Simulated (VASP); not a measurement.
Set up this calculation in VASP 6.6.1, as the native input.

- Task: single point
- Functional: r2SCAN
- Potentials or basis: VASP PAW PBE potentials, release 64 (Ge_d)
- Cutoff: 520 eV
- k mesh: 18 × 18 × 10
- Occupations: gaussian, width 0.15 eV
- Spin: no spin polarisation
- Dipole correction: no
- Further INCAR settings: ALGO = Normal; EDIFF = 1e-07; NBANDS = 21

The system is Ge.

```
Ge
1.0
     1.47317   -2.56874    0.00000
     1.47317    2.56874    0.00000
     0.00000    0.00000    4.72760
Ge
2
Direct
  0.66655 0.33345 0.25000
  0.33345 0.66655 0.75000
```

This cell differs from its parent crystal: strain -0.0100 x Voigt [1, 1, 0, 0, 0, 0].

These files were run (other wordings do the same):

POSCAR

```
Ge
1.0
    1.4731723958     -2.5687427139      0.0000000000
    1.4731723958      2.5687427139      0.0000000000
    0.0000000000      0.0000000000      4.7275957900
Ge
2
Direct
    0.6665533700      0.3334466300      0.2500000000
    0.3334466300      0.6665533700      0.7500000000
```

INCAR.step1

```
SYSTEM = Ge
PREC = Accurate
ENCUT = 520
ISMEAR = 0
SIGMA = 0.15
LREAL = .FALSE.
LASPH = .TRUE.
NELM = 80
NBANDS = 21
GGA = PE
ALGO = Normal
EDIFF = 1E-4
LWAVE = .TRUE.
LCHARG = .FALSE.
```

INCAR.step2

```
SYSTEM = Ge
PREC = Accurate
ENCUT = 520
EDIFF = 1E-7
ISMEAR = 0
SIGMA = 0.15
LREAL = .FALSE.
LASPH = .TRUE.
NELM = 80
ALGO = Normal
ISIF = 2
LWAVE = .FALSE.
LCHARG = .TRUE.
METAGGA = R2SCAN
LMIXTAU = .TRUE.
LELF = .TRUE.
LVHAR = .TRUE.
NBANDS = 21
ISTART = 1
```

KPOINTS

```
regular mesh
0
G
  18 18 10
  0 0 0
```

Potentials or basis: VASP PAW PBE potentials, release 64 (Ge_d).

Run with:

```bash
$ cat potpaw_PBE.64/Ge_d/POTCAR > POTCAR
$ cp INCAR.step1 INCAR
$ mpirun -np 1 vasp_std > vasp.out
$ cp INCAR.step2 INCAR
$ mpirun -np 1 vasp_std > vasp.out
```

It gave:

```yaml
Pressure: 3.3 GPa
Largest_force: 0.003 eV/Å
Band_gap_on_the_k_mesh: zero (bands 14 and 15 overlap by 10.68 eV)
```

Caveat: the cell differs from its parent crystal (strain -0.0100 x Voigt [1, 1, 0, 0, 0, 0]); the cell stands under pressure; the PAW data sets were made with another functional, which shifts forces and pressure a little.

Run time: 8.9 min on 1 thread of Intel(R) Xeon(R) 6975P-C (Granite Rapids), with other jobs on the host, peak memory 0.41 GiB.
